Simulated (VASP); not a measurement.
# Ga3AsP2 (P3m1) in VASP: settings compared

The runs below take Ga3AsP2 through single point, with r2SCAN, PBE.

Everything below comes from runs of VASP 6.6.1. Logs are shortened: lines on timing, memory, paths and dates and some standing lists are left out, and cuts for length are marked.

## Step 1: The cell of the first run

Symmetry: P3m1, No. 156, trigonal system. Conventional cell: a = 3.948 Å, b = 3.948 Å, c = 9.677 Å, α = 90.00°, β = 90.00°, γ = 120.00°. Ga (site symmetry 3m) has 1 P at 2.38 Å and 3 As at 2.44 Å within 3.1 Å. Ga (site symmetry 3m) has 4 P at 2.39 to 2.41 Å within 3.2 Å. Within 3.2 Å of Ga (site symmetry 3m) lie 3 P at 2.41 Å and 1 As at 2.48 Å. Within 3.1 Å of P (site symmetry 3m) lie 4 Ga at 2.38 to 2.41 Å. Within 3.2 Å of P (site symmetry 3m) lie 4 Ga at 2.39 to 2.41 Å. As (site symmetry 3m) has 4 Ga at 2.44 to 2.48 Å within 3.2 Å.

## Step 2: Single point, r2SCAN

The input, POSCAR:

```
Ga3AsP2
1.0
    3.9483532197      0.0000000000      0.0000000000
   -1.9741766099      3.4193741914      0.0000000000
    0.0000000000      0.0000000000      9.6770428216
Ga P As
3 2 1
Direct
    0.0000000000      0.0000000000      0.9929705711
    0.3333333333      0.6666666667      0.6666877393
    0.6666666667      0.3333333333      0.3400360369
    0.0000000000      0.0000000000      0.7467652060
    0.3333333333      0.6666666667      0.4198091125
    0.6666666667      0.3333333333      0.0837313341
```

The input, INCAR.step1:

```
SYSTEM = Ga3AsP2
PREC     = Accurate       ! precision mode
ENCUT    = 520            ! plane-wave cutoff, eV
ISMEAR   = 0              ! smearing method
SIGMA    = 0.02           ! smearing width, eV
LREAL    = .FALSE.        ! projectors in reciprocal space
LASPH    = .TRUE.         ! aspherical terms in the spheres
NELM     = 80             ! most SCF steps
NBANDS   = 36             ! bands
GGA      = PE             ! functional
ALGO     = Normal         ! electronic algorithm
EDIFF    = 1E-4           ! SCF threshold, eV
LWAVE    = .TRUE.         ! write WAVECAR
LCHARG   = .FALSE.        ! write CHGCAR
```

The input, INCAR.step2:

```
SYSTEM = Ga3AsP2
PREC     = Accurate       ! precision mode
ENCUT    = 520            ! plane-wave cutoff, eV
EDIFF    = 1E-6           ! SCF threshold, eV
ISMEAR   = 0              ! smearing method
SIGMA    = 0.02           ! smearing width, eV
LREAL    = .FALSE.        ! projectors in reciprocal space
LASPH    = .TRUE.         ! aspherical terms in the spheres
NELM     = 80             ! most SCF steps
ALGO     = Normal         ! electronic algorithm
ISIF     = 2              ! what is computed and relaxed
LWAVE    = .FALSE.        ! write WAVECAR
LCHARG   = .FALSE.        ! write CHGCAR
METAGGA  = R2SCAN         ! meta-GGA
LMIXTAU  = .TRUE.       
NBANDS   = 36             ! bands
ISTART   = 1
```

The input, KPOINTS:

```
Automatic mesh
0
G
  12 12 4
  0 0 0
```

Potentials or basis: VASP PAW PBE potentials, release 64 (Ga_d, P, As).

Command:

```sh
cat potpaw_PBE.64/Ga_d/POTCAR potpaw_PBE.64/P/POTCAR potpaw_PBE.64/As/POTCAR > POTCAR
cp INCAR.step1 INCAR
mpirun -np 1 vasp_std > vasp.out
cp INCAR.step2 INCAR
mpirun -np 1 vasp_std > vasp.out
```

OUTCAR:

```text
SYSTEM = Ga3AsP2
   PREC = Accurate
   ENCUT = 520
   EDIFF = 1E-6
   ISMEAR = 0
   LREAL = .FALSE.
   LASPH = .TRUE.
   NELM = 80
   ISIF = 2
   METAGGA = R2SCAN
   ISTART = 1

 ion  position               nearest neighbor table
   1  0.000  0.000  0.993-   4 2.38   6 2.44   6 2.44   6 2.44
   2  0.333  0.667  0.667-   5 2.39   4 2.41   4 2.41   4 2.41
   3  0.667  0.333  0.340-   5 2.41   5 2.41   5 2.41   6 2.48
   4  0.000  0.000  0.747-   1 2.38   2 2.41   2 2.41   2 2.41
   5  0.333  0.667  0.420-   2 2.39   3 2.41   3 2.41   3 2.41
   6  0.667  0.333  0.084-   1 2.44   1 2.44   1 2.44   3 2.48

  LATTYP: Found a hexagonal cell.
 ALAT       =     3.9483532197
 C/A-ratio  =     2.4509060571

  Lattice vectors:

 A1 = (   3.9483532197,   0.0000000000,   0.0000000000)
 A2 = (  -1.9741766099,   3.4193741914,   0.0000000000)
 A3 = (   0.0000000000,   0.0000000000,   9.6770428216)

Analysis of symmetry for initial positions (statically):
=====================================================================
 Subroutine PRICEL returns:
 Original cell was already a primitive cell.

 Routine SETGRP: Setting up the symmetry group for a
 hexagonal supercell.

 Subroutine GETGRP returns: Found  6 space group operations
 (whereof  6 operations were pure point group operations)
 out of a pool of 24 trial point group operations.

The static configuration has the point symmetry C_3v.

Analysis of symmetry for dynamics (positions and initial velocities):
=====================================================================
 Subroutine PRICEL returns:
 Original cell was already a primitive cell.

 Routine SETGRP: Setting up the symmetry group for a
 hexagonal supercell.

 Subroutine GETGRP returns: Found  6 space group operations
 (whereof  6 operations were pure point group operations)
 out of a pool of 24 trial point group operations.

The dynamic configuration has the point symmetry C_3v.

 Subroutine INISYM returns: Found  6 space group operations
 (whereof  6 operations are pure point group operations),
 and found     1 'primitive' translations

----------------------------------------------------------------------------------------

                                     Primitive cell

  volume of cell :     130.6488

  direct lattice vectors                    reciprocal lattice vectors
     3.948353220  0.000000000  0.000000000     0.253270147  0.146225587  0.000000000
    -1.974176610  3.419374191  0.000000000     0.000000000  0.292451175  0.000000000
     0.000000000  0.000000000  9.677042822     0.000000000  0.000000000  0.103337354

  length of vectors
     3.948353220  3.948353220  9.677042822     0.292451175  0.292451175  0.103337354

  position of ions in fractional coordinates (direct lattice)
     0.000000000  0.000000000  0.992970571
     0.333333333  0.666666667  0.666687739
     0.666666667  0.333333333  0.340036037
     0.000000000  0.000000000  0.746765206
     0.333333333  0.666666667  0.419809112
     0.666666667  0.333333333  0.083731334

  ion indices of the primitive-cell ions
   primitive index   ion index
                 1           1
                 2           2
                 3           3
                 4           4
                 5           5
                 6           6

----------------------------------------------------------------------------------------

 KPOINTS: Automatic mesh

Automatic generation of k-mesh.
 Grid dimensions read from file:
 generate k-points for:   12   12    4

 Generating k-lattice:

  Cartesian coordinates                     Fractional coordinates (reciprocal lattice)
     0.021105846  0.012185466  0.000000000     0.083333333 -0.000000000  0.000000000
     0.000000000  0.024370931  0.000000000     0.000000000  0.083333333  0.000000000
     0.000000000  0.000000000  0.025834339     0.000000000  0.000000000  0.250000000

  Length of vectors
     0.024370931  0.024370931  0.025834339

  Shift w.r.t. Gamma in fractional coordinates (k-lattice)
     0.000000000  0.000000000  0.000000000

 Subroutine IBZKPT returns following result:
 ===========================================

 Found     69 irreducible k-points:

 Following reciprocal coordinates:
            Coordinates               Weight
  0.000000  0.000000  0.000000      1.000000
  0.083333  0.000000  0.000000      6.000000
  0.166667 -0.000000  0.000000      6.000000
  0.250000  0.000000  0.000000      6.000000
  0.333333  0.000000  0.000000      6.000000
  0.416667  0.000000  0.000000      6.000000
[... 16 lines left out ...]
  0.166667 -0.000000  0.250000      6.000000
  0.000000  0.166667  0.250000      6.000000
 [... further k-points ...]
   k-points           NKPTS =     69   k-points in BZ     NKDIM =     69   number of bands    NBANDS=     36
   number of dos      NEDOS =    301   number of ions     NIONS =      6
   total plane-waves  NPLWV =  64800
   dimension x,y,z NGX =    30 NGY =   30 NGZ =   72
   dimension x,y,z NGXF=    60 NGYF=   60 NGZF=  144
   ions per type =               3   2   1
   NGX,Y,Z   is equivalent  to a cutoff of  12.63, 12.63, 12.37 a.u.
   NGXF,Y,Z  is equivalent  to a cutoff of  25.26, 25.26, 24.74 a.u.
 SYSTEM =  Ga3AsP2
   PREC   = accura    normal or accurate (medium, high low for compatibility)
   ISTART =      1    job   : 0-new  1-cont  2-samecut
   ICHARG =      0    charge: 1-file 2-atom 10-const
   ISPIN  =      1    spin polarized calculation?
   LNONCOLLINEAR =      F non collinear calculations
   LSORBIT =      F    spin-orbit coupling
   LASPH  =      T    aspherical Exc in radial PAW
   ENCUT  =  520.0 eV  38.22 Ry    6.18 a.u.   7.34  7.34 17.99*2*pi/ulx,y,z
   NELM   =     80;   NELMIN=  2; NELMDL=  0     # of ELM steps
   EDIFF  = 0.1E-05   stopping-criterion for ELM
   LREAL  =      F    real-space projection
   EDIFFG = 0.1E-04   stopping-criterion for IOM
   NSW    =      0    number of steps for IOM
   IBRION =     -1    ionic relax: 0-MD 1-quasi-New 2-CG
   NFREE  =      0    steps in history (QN), initial steepest desc. (CG)
   ISIF   =      2    stress and relaxation
   ISYM   =      2    0-nonsym 1-usesym 2-fastsym
   POTIM  = 0.5000    time-step for ionic-motion
   TEBEG  =    0.0;   TEEND  =   0.0 temperature during run
   PSTRESS=    0.0 pullay stress
   NELECT =      54.0000    total number of electrons
   NUPDOWN=      -1.0000    fix difference up-down
   EMIN   =  10.00;   EMAX   =-10.00  energy-range for DOS
   EFERMI =   0.00;   METHOD = LEGACY
   ISMEAR =     0;   SIGMA  =   0.02  broadening in eV -4-tet -1-fermi 0-gaus
   EFERMI_NEDOS =   21; number of points for ismear=-14 and -15
   IALGO  =     38    algorithm
   IMIX   =      4    mixing-type and parameters
     AMIX     =   0.40;   BMIX     =  1.00
     AMIX_MAG =   1.60;   BMIX_MAG =  1.00
  volume/ion in A,a.u.               =      21.77       146.94
  Fermi-wavevector in a.u.,A,eV,Ry     =   1.219470  2.304463 20.233308  1.487106
  Thomas-Fermi vector in A             =   2.354721
   LORBIT       =      0    0 simple, 1 ext, 2 COOP (PROOUT), +10 PAW based schemes
   METAGGA = R2SCAN    functional components
   LHFCALC =     F    Hartree Fock is set to
   AEXX    =    0.0000 exact exchange contribution
   IVDW    =     0    specifies the selected vdW correction
   LEPSILON=     F    determine dielectric tensor
   LRPA    =     F    only Hartree local field effects (RPA)
 non-spin polarized calculation
 Gauss-broadening in eV      SIGMA  =   0.02
  energy-cutoff  :      520.00
  volume of cell :      130.65
 maximum number of plane-waves:      3552
 NGX is ok and might be reduce to    30
   NGX = 15   NGY = 15   NGZ = 35

 number of electron      54.0000027 magnetization

 Free energy of the ion-electron system (eV)
  ---------------------------------------------------
  ext. energy  EPLUGINS =         0.00000000
  ---------------------------------------------------
  free energy    TOTEN  =       -69.89724830 eV

  energy without entropy =      -69.89724830  energy(sigma->0) =      -69.89724830

 E-fermi :   4.1132     XC(G=0): -10.2771

 val. band max:        3.9647991883   @ k =   0.0000   0.0000   0.0000
 cond. band min:       5.3819515035   @ k =   0.0000   0.0000   0.0000
 fundamental gap:      1.4171523151
 Fermi energy:         4.1131906717

 k-point     1 :       0.0000    0.0000    0.0000
  band No.  band energies     occupation
      1     -11.3072      2.00000
      2     -11.2678      2.00000
      3     -11.2429      2.00000
      4     -11.2429      2.00000
      5     -11.2186      2.00000
      6     -11.2186      2.00000
[... 28 lines left out ...]
     35       8.7499      0.00000
     36       9.1743      0.00000

 k-point     2 :       0.0833    0.0000    0.0000
  band No.  band energies     occupation
      1     -11.3088      2.00000
      2     -11.2689      2.00000
      3     -11.2447      2.00000
      4     -11.2408      2.00000
      5     -11.2190      2.00000
      6     -11.2163      2.00000
[... 28 lines left out ...]
     35       8.8991      0.00000
     36       9.1053      0.00000

 k-point     3 :       0.1667   -0.0000    0.0000
  band No.  band energies     occupation
      1     -11.3143      2.00000
      2     -11.2727      2.00000
      3     -11.2502      2.00000
      4     -11.2355      2.00000
      5     -11.2174      2.00000
      6     -11.2101      2.00000
[... 28 lines left out ...]
     35       9.2684      0.00000
     36       9.3848      0.00000

 k-point     4 :       0.2500    0.0000    0.0000
  band No.  band energies     occupation
      1     -11.3234      2.00000
      2     -11.2809      2.00000
      3     -11.2559      2.00000
      4     -11.2287      2.00000
      5     -11.2125      2.00000
      6     -11.2022      2.00000
[... 28 lines left out ...]
     35       9.9281      0.00000
     36       9.9587      0.00000

 k-point     5 :       0.3333    0.0000    0.0000
  band No.  band energies     occupation
      1     -11.3337      2.00000
      2     -11.2917      2.00000
      3     -11.2589      2.00000
      4     -11.2227      2.00000
      5     -11.2071      2.00000
      6     -11.1951      2.00000
[... 655 lines left out ...]
 k-point    22 :       0.0000    0.0833    0.2500
  band No.  band energies     occupation
      1     -11.3098      2.00000
      2     -11.2672      2.00000
      3     -11.2449      2.00000
      4     -11.2406      2.00000
      5     -11.2191      2.00000
      6     -11.2164      2.00000
[... 28 lines left out ...]
     35       8.7473      0.00000
     36       9.0487      0.00000

 k-point    23 :       0.1667   -0.0000    0.2500
  band No.  band energies     occupation
      1     -11.3146      2.00000
      2     -11.2722      2.00000
      3     -11.2503      2.00000
      4     -11.2355      2.00000
      5     -11.2173      2.00000
      6     -11.2101      2.00000
[... 28 lines left out ...]
     35       9.2301      0.00000
     36       9.6063      0.00000

 k-point    24 :       0.0000    0.1667    0.2500
  band No.  band energies     occupation
      1     -11.3149      2.00000
      2     -11.2712      2.00000
      3     -11.2510      2.00000
      4     -11.2352      2.00000
      5     -11.2174      2.00000
      6     -11.2103      2.00000
[... 28 lines left out ...]
     35       9.3188      0.00000
     36       9.4163      0.00000

 [... further k-points ...]

------------------------ aborting loop because EDIFF is reached ----------------------------------------

  FORCE on cell =-STRESS in cart. coord.  units (eV):
  Direction    XX          YY          ZZ          XY          YZ          ZX
  --------------------------------------------------------------------------------------
  -------------------------------------------------------------------------------------
  Total       -2.0886195     -2.0886195     -2.1058152      0.0000000      0.0000000     -0.0000000
  in kB      -25.6132457    -25.6132457    -25.8241207      0.0000000      0.0000000     -0.0000000
  external PRESSURE =     -25.6835374 kB  Pullay stress =       0.0000000 kB

 VOLUME and BASIS-vectors are now :
 -----------------------------------------------------------------------------
  energy-cutoff  :      520.00
  volume of cell :      130.65
      direct lattice vectors                 reciprocal lattice vectors
     3.948353220  0.000000000  0.000000000     0.253270147  0.146225587  0.000000000
    -1.974176610  3.419374191  0.000000000     0.000000000  0.292451175  0.000000000
     0.000000000  0.000000000  9.677042822     0.000000000  0.000000000  0.103337354

 POSITION                                       TOTAL-FORCE (eV/Angst)
 -----------------------------------------------------------------------------------
      0.00000      0.00000      9.60902        -0.000000      0.000000      0.051452
     -0.00000      2.27958      6.45157         0.000000     -0.000000     -0.008975
      1.97418      1.13979      3.29054         0.000000     -0.000000     -0.020600
      0.00000      0.00000      7.22648        -0.000000      0.000000      0.010312
     -0.00000      2.27958      4.06251        -0.000000      0.000000      0.002196
      1.97418      1.13979      0.81027        -0.000000      0.000000     -0.034385
 -----------------------------------------------------------------------------------
    total drift:                               -0.000034      0.000018      0.015635

  FREE ENERGIE OF THE ION-ELECTRON SYSTEM (eV)
  ---------------------------------------------------
  free  energy   TOTEN  =       -69.8972483005 eV

  energy  without entropy=      -69.8972483005  energy(sigma->0) =      -69.89724830
```

It took 12 min on 1 thread of Intel Xeon Platinum 8488C (Sapphire Rapids), shared host; peak memory 0.45 GiB.

Results:

| Quantity | Value |
| --- | --- |
| Free energy | -69.8972 eV |
| Pressure | -2.6 GPa |
| Largest force | 0.051 eV/Å |
| Band gap on the k mesh | 1.42 eV |

Forces on the atoms (eV/Å):
```
Ga   0.000  0.000  0.051
Ga   0.000  0.000 -0.009
Ga   0.000  0.000 -0.021
P    0.000  0.000  0.010
P    0.000  0.000  0.002
As   0.000  0.000 -0.034
```

Caveat: the PAW data sets were made with another functional, which shifts forces and pressure a little. A k mesh can miss the band edges.

## Step 3: Single point, PBE

The input, INCAR:

```
ALGO = Normal ; EDIFF = 1E-6
ENCUT = 520 ; GGA = PE
ISIF = 2 ; ISMEAR = 0
LASPH = T ; LCHARG = F
LREAL = F ; LWAVE = F
NBANDS = 36 ; NELM = 80
PREC = Accurate ; SIGMA = 0.02
```

The input, KPOINTS:

```
k-points
0
Gamma
  12 12 4
```

POSCAR is that of step 2.

Potentials or basis: VASP PAW PBE potentials, release 64 (Ga_d, P, As).

Command:

```sh
cat potpaw_PBE.64/Ga_d/POTCAR potpaw_PBE.64/P/POTCAR potpaw_PBE.64/As/POTCAR > POTCAR
mpirun -np 1 vasp_std > vasp.out
```

Run time: 8.8 min. Hardware: 1 thread of Intel Xeon 8259CL, shared host; peak memory 0.42 GiB.

Results (log left out):

```yaml
Free_energy: -26.4728 eV
Pressure: 0.1 GPa
Largest_force: 0.015 eV/Å
Band_gap_on_the_k_mesh: 0.94 eV
```

Forces in eV/Å, atoms in the order of the input:
```
Ga   0.000  0.000 -0.012
Ga   0.000  0.000  0.002
Ga   0.000  0.000  0.015
P    0.000  0.000 -0.002
P    0.000  0.000 -0.001
As   0.000  0.000 -0.002
```

Levels at points of the mesh, in eV from the valence-band top:
| k point | band 24 | band 25 | band 26 | band 27 | band 28 | band 29 | band 30 | band 31 |
| --- | --- | --- | --- | --- | --- | --- | --- | --- |
| (0.00, 0.00, 0.00) | -0.90 | -0.15 | 0.00 | 0.00 | 0.94 | 1.26 | 1.60 | 3.67 |
| (0.50, 0.00, 0.00) | -2.69 | -2.52 | -1.83 | -1.48 | 1.51 | 1.63 | 2.29 | 2.55 |
| (0.00, 0.00, 0.50) | -0.69 | -0.69 | -0.17 | -0.17 | 1.16 | 1.71 | 2.06 | 4.08 |
| (0.50, 0.00, 0.50) | -2.57 | -2.27 | -1.21 | -1.15 | 1.19 | 1.73 | 2.05 | 3.30 |

## Step 4: Single point, PBE

The input, INCAR:

```
SYSTEM = Ga3AsP2
ALGO = Normal
EDIFF = 1E-6
ENCUT = 520
GGA = PE
ISIF = 2
ISMEAR = 0
LASPH = .TRUE.
LCHARG = .FALSE.
LREAL = .FALSE.
LWAVE = .FALSE.
NBANDS = 36
NELM = 80
PREC = Accurate
SIGMA = 0.01
```

The input, KPOINTS:

```
k-points
0
G
  12 12 4
  0 0 0
```

The input, POSCAR:

```
Ga3AsP2
1.0
    3.9483362938      0.0000000000      0.0000000000
   -1.9741681469      3.4193595331      0.0000000000
    0.0000000000      0.0000000000      9.6775736167
Ga P As
3 2 1
Direct
    0.0000000000      0.0000000000      0.9929861823
    0.3333333333      0.6666666667      0.6667023787
    0.6666666667      0.3333333333      0.3400494970
    0.0000000000      0.0000000000      0.7467475236
    0.3333333333      0.6666666667      0.4197884770
    0.6666666667      0.3333333333      0.0837259413
```

Command:

```sh
cat potpaw_PBE.64/Ga_d/POTCAR potpaw_PBE.64/P/POTCAR potpaw_PBE.64/As/POTCAR > POTCAR
mpirun -np 1 vasp_std > vasp.out
```

Run time: 8.4 min. Hardware: 1 thread of Intel Xeon 8259CL, shared host; peak memory 0.42 GiB.

Results (log left out):

* Free energy: -26.4728 eV
* Pressure: 0.1 GPa
* Largest force: 0.015 eV/Å
* Band gap on the k mesh: 0.94 eV

Forces on the atoms (eV/Å):
```
Ga   0.000  0.000 -0.015
Ga   0.000  0.000 -0.002
Ga   0.000  0.000  0.013
P    0.000  0.000  0.001
P    0.000  0.000  0.003
As   0.000  0.000  0.001
```

Levels at points of the mesh, in eV from the valence-band top:
```
           k point  band 25  band 26  band 27  band 28  band 29  band 30
(0.00, 0.00, 0.00)    -0.15     0.00     0.00     0.94     1.26     1.60
(0.50, 0.00, 0.00)    -2.52    -1.83    -1.48     1.51     1.63     2.29
(0.00, 0.00, 0.50)    -0.69    -0.17    -0.17     1.16     1.71     2.06
(0.50, 0.00, 0.50)    -2.27    -1.21    -1.15     1.19     1.73     2.05
```

## Step 5: Summary

```csv
level,cell,smearing,gap on the mesh (eV),pressure (GPa),largest force (eV/Å)
r2SCAN,"a = 3.948, b = 3.948, c = 9.677 Å, angles 90.0, 90.0, 120.0°, 6 atoms",gaussian 0.02 eV,1.42,-2.6,0.05
PBE,"a = 3.948, b = 3.948, c = 9.677 Å, angles 90.0, 90.0, 120.0°, 6 atoms",gaussian 0.02 eV,0.94,0.1,0.02
PBE,"a = 3.948, b = 3.948, c = 9.678 Å, angles 90.0, 90.0, 120.0°, 6 atoms",gaussian 0.01 eV,0.94,0.1,0.02
```

Alike in all rows: task single point; potentials or basis VASP PAW PBE potentials, release 64 (Ga_d, P, As); no spin polarisation; k mesh 12 × 12 × 4; cutoff (eV) 520.

On the cell as given the gap runs from 0.94 eV (PBE) to 1.42 eV (r2SCAN). The pressure there spans -2.6 GPa (r2SCAN) to 0.1 GPa (PBE); a positive pressure means that this level wants a larger cell, a negative one a smaller.

Caveats: the PAW data sets were made with another functional, which shifts forces and pressure a little (at least some runs).

Absolute energies hang on the potentials; compare differences alone.
